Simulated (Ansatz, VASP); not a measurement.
Two plane-wave programs on Si

```
Si
1.0
     0.00000    5.43000    5.43000
     5.43000    0.00000    5.43000
     5.43000    5.43000    0.00000
Si
17
Direct
  0.00385 0.00359 0.99625
  0.12529 0.12468 0.12618
  0.00035 0.00006 0.49978
  0.12530 0.12476 0.62373
  0.00345 0.49705 0.99670
  0.13174 0.62335 0.12237
  0.00341 0.49713 0.50261
  0.12517 0.62636 0.62414
  0.49754 0.00299 0.99685
  0.62364 0.13161 0.12233
  0.49755 0.00302 0.50251
  0.62658 0.12471 0.62429
  0.50033 0.50023 0.99961
  0.62329 0.62285 0.12266
  0.49738 0.49706 0.50272
  0.62328 0.62291 0.63100
  0.75060 0.75023 0.24947
```

Alike in both runs: functional PBE; k mesh 2 × 2 × 2; occupations gaussian, width 0.02 eV; no spin polarisation.

Ansatz relaxed the structure, and its values are those at the end. VASP's run is a single point on that final structure, the one shown.

|  | VASP | Ansatz |
| --- | --- | --- |
| version | VASP 6.6.1 | Ansatz 0.2.0 |
| potentials or method | VASP PAW PBE potentials, release 64 (Si), cutoff 520 eV | scalar-relativistic, plane waves, PAW |
| valence electrons in the cell | 68 | 68 |

```tsv
	VASP	Ansatz	Ansatz less VASP
rms of the force components (eV/Å)	0.007	0.007	-0.0005
```

The functional is the same, so the differences come from potentials, cutoffs and numerics.

The k mesh is coarse, so the values compare programs but aren't converged.
